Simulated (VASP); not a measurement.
Here is a VASP 6.6.1 calculation.

File INCAR:

```
SYSTEM = InO
ALGO = Normal
EDIFF = 1E-6
ENCUT = 520
GGA = PE
ISIF = 2
ISMEAR = 0
ISPIN = 2
LASPH = .True.
LCHARG = .False.
LORBIT = 11
LREAL = .False.
LWAVE = .False.
MAGMOM = 0 0 0 1 1 1
NBANDS = 42
NELM = 150
PREC = Accurate
SIGMA = 0.1
```

KPOINTS

```
k-points
0
Gamma
  6 6 4
  0 0 0
```

POSCAR

```
InO
1.0
    5.4977100500      0.0000000000      0.0000000000
   -2.7488550200      4.7611565600      0.0000000000
    0.0000000000      0.0000000000      4.3430252800
In O
3 3
Direct
    0.5000000000      0.0000000000      0.0000000000
    0.0000000000      0.5000000000      0.0000000000
    0.5000000000      0.5000000000      0.0000000000
    0.3333333300      0.6666666700      0.0000000000
    0.6666666700      0.3333333300      0.0000000000
    0.0000000000      0.0000000000      0.0000000000
```

Potentials or basis: VASP PAW PBE potentials, release 64 (In_d, O).

The run is started by

```sh
$ cat potpaw_PBE.64/In_d/POTCAR potpaw_PBE.64/O/POTCAR > POTCAR
$ mpirun -np 1 vasp_std > vasp.out
```

Task: What does it give for the net moment?

Result: 0.00 μB per cell.

Task: Predict the pressure.

Result: 99.1 GPa.

Stress tensor (GPa, compression positive):
```
151.09   0.00   0.00
  0.00 151.09   0.00
  0.00   0.00  -4.75
```

Caveat: the k points lie up to 0.36 Å⁻¹ apart.
